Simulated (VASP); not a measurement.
Set up this calculation in VASP 6.6.1, as the native input.

- Task: density of states
- Functional: PBE
- Potentials or basis: VASP PAW PBE potentials, release 64 (Ce, Ti_sv, N)
- Cutoff: 520 eV
- k mesh: 5 × 5 × 5
- Occupations: fermi-dirac, width 0.1 eV
- Spin: no spin polarisation
- Dipole correction: no
- k mesh for the DOS: 8 × 8 × 8
- Occupations for the DOS: tetrahedron
- Further INCAR settings: ALGO = Normal; EDIFF = 1e-06; NBANDS = 63

Ce2TiN3:

```
Ce Ti N
1.0
    -1.87006   -5.15323    6.21375
    -3.74013    0.00000    0.00000
     1.87006   -1.71774   -6.21375
Ce Ti N
4 2 6
Direct
  0.67666 0.64668 0.97002
  0.17666 0.64668 0.47002
  0.82334 0.35332 0.52998
  0.32334 0.35332 0.02998
  0.00000 0.00000 0.00000
  0.50000 0.00000 0.50000
  0.00000 0.50000 0.00000
  0.50000 0.50000 0.50000
  0.58190 0.83620 0.25430
  0.08190 0.83620 0.75430
  0.91810 0.16380 0.24570
  0.41810 0.16380 0.74570
```

These files were run (other wordings do the same):

POSCAR

```
Ce2TiN3
1.0
   -1.8700633400     -5.1532298800      6.2137481900
   -3.7401276700      0.0000000000      0.0000000000
    1.8700633400     -1.7177432900     -6.2137481900
Ce Ti N
4 2 6
Direct
    0.6766600000      0.6466800000      0.9700200000
    0.1766600000      0.6466800000      0.4700200000
    0.8233400000      0.3533200000      0.5299800000
    0.3233400000      0.3533200000      0.0299800000
    0.0000000000      0.0000000000      0.0000000000
    0.5000000000      0.0000000000      0.5000000000
    0.0000000000      0.5000000000      0.0000000000
    0.5000000000      0.5000000000      0.5000000000
    0.5819000000      0.8362000000      0.2543000000
    0.0819000000      0.8362000000      0.7543000000
    0.9181000000      0.1638000000      0.2457000000
    0.4181000000      0.1638000000      0.7457000000
```

INCAR.step1

```
PREC = Accurate
ENCUT = 520
EDIFF = 1E-6
ISMEAR = -1
SIGMA = 0.1
LREAL = F
LASPH = T
NELM = 100
ALGO = Normal
ISIF = 2
LWAVE = F
LCHARG = T
LMAXMIX = 6
GGA = PE
NBANDS = 63
```

KPOINTS.step1

```
regular mesh
0
Gamma
  5 5 5
```

INCAR.step2

```
PREC = Accurate
ENCUT = 520
EDIFF = 1E-6
ISMEAR = -5
SIGMA = 0.1
LREAL = F
LASPH = T
NELM = 100
ALGO = Normal
ISIF = 2
LWAVE = F
LCHARG = F
LMAXMIX = 6
GGA = PE
LORBIT = 10
NBANDS = 63
NEDOS = 1001
ICHARG = 11
```

KPOINTS.step2

```
regular mesh
0
Gamma
  8 8 8
```

Potentials or basis: VASP PAW PBE potentials, release 64 (Ce, Ti_sv, N).

The run is started by

```console
$ cat potpaw_PBE.64/Ce/POTCAR potpaw_PBE.64/Ti_sv/POTCAR potpaw_PBE.64/N/POTCAR > POTCAR
$ cp INCAR.step1 INCAR
$ cp KPOINTS.step1 KPOINTS
$ mpirun -np 1 vasp_std > vasp.out
$ cp INCAR.step2 INCAR
$ cp KPOINTS.step2 KPOINTS
$ mpirun -np 1 vasp_std > vasp.out
```

Results of the run:

```
Valence electrons inside the program's atomic spheres : Ce 9.77; Ti 10.64; N 3.81, 3.69
```

Caveat: spin-orbit coupling is left out, which moves the levels of the heavy elements; the run has no spin polarisation, though such a crystal can be magnetic; without U or exact exchange the open f shell lies at the Fermi level, which spoils levels, moments and volumes.

It took 56 min on 1 thread of Intel(R) Xeon(R) Platinum 8259CL CPU @ 2.50GHz (Skylake/Cascade Lake), with other jobs on the host, peak memory 1.2 GiB.
